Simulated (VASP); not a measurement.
Runs of VASP 6.6.1 on Bi2TeSe2. The structure is that of space group R-3m (No. 166), or close to it. The cells are those of the table. 

```tsv
cell	gap on the mesh (eV)	pressure (GPa)	largest force (eV/Å)
a = 9.744 Å, angles 25.5°, 5 atoms	0.27	0.1	1.69
a = 9.849 Å, angles 23.8°, 5 atoms	0.42	7.9	1.97
a = 9.726 Å, angles 24.8°, 5 atoms	0.32	(c)	1.84
a = 9.991 Å, angles 23.4°, 5 atoms	(b)	6.5	1.94
a = 10.308 Å, angles 24.1°, 5 atoms	0.47	-3.0	1.64
a = 10.274 Å, angles 22.8°, 5 atoms	0.60	(a)	1.90
a = 9.708 Å, angles 24.1°, 5 atoms	0.36	9.4	1.99
a = 10.026 Å, angles 24.8°, 5 atoms	0.37	-1.6	1.66
a = 10.291 Å, angles 23.5°, 5 atoms	0.53	(d)	1.77
```

Alike in all rows: task single point; level PBEsol; potentials or basis VASP PAW PBE potentials, release 64 (Bi_d, Te, Se); no spin polarisation; k mesh 12 × 12 × 12; cutoff (eV) 520; smearing gaussian 0.05 eV.

Question: Fill in the values left out.

Answer: (a) 4.0; (b) 0.48; (c) 4.1; (d) -0.1.

Caveats: the PAW data sets were made with another functional, which shifts forces and pressure a little; spin-orbit coupling is left out, which moves the levels of the heavy elements; the cell stands under pressure (at least some runs); the cell stands under tension (at least some runs).

A k mesh can miss the band edges, and the runs leave out spin-orbit coupling on Bi, Se, Te.
